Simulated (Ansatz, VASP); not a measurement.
# One calculation of As, two programs

```xyz
4
Lattice="-1.8522 0.0000 5.5820 0.0000 -4.5367 0.0000 1.8522 0.0000 5.5820" Properties=species:S:1:pos:R:3 pbc="T T T"
As    0.0000   -4.2645    1.2280
As    0.0000   -2.5405    6.8101
As    0.0000   -0.2722    9.9360
As    0.0000   -1.9961    4.3540
```

Alike in both runs: task single point; functional r2SCAN; k mesh 7 × 6 × 7; occupations gaussian, width 0.0181 eV; no spin polarisation.

|  | VASP | Ansatz |
| --- | --- | --- |
| version | VASP 6.6.1 | Ansatz 0.2.0 |
| potentials or method | VASP PAW PBE potentials, release 64 (As), cutoff 520 eV | PAW plane waves |
| valence electrons in the cell | 20 | 60 |

VASP gave:

```
pressure (GPa)                                                : -1.6
traceless stress, the component that is largest in VASP (GPa) : 0.58
rms of the force components (eV/Å)                            : 0.371
```

Task: What did Ansatz give for the same quantities?

Result: Pressure (GPa): -1.7; traceless stress, the component that is largest in VASP (GPa): 0.61; rms of the force components (eV/Å): 0.389.

VASP's potentials were made for PBE, not for r2SCAN. Atom by atom the forces differ by 0.018 eV/Å (rms over components). The functional is the same, so the differences come from potentials, cutoffs and numerics. VASP's potentials hold 20 valence electrons a cell and Ansatz's 60, so a difference there can come from the potentials and not from the codes.
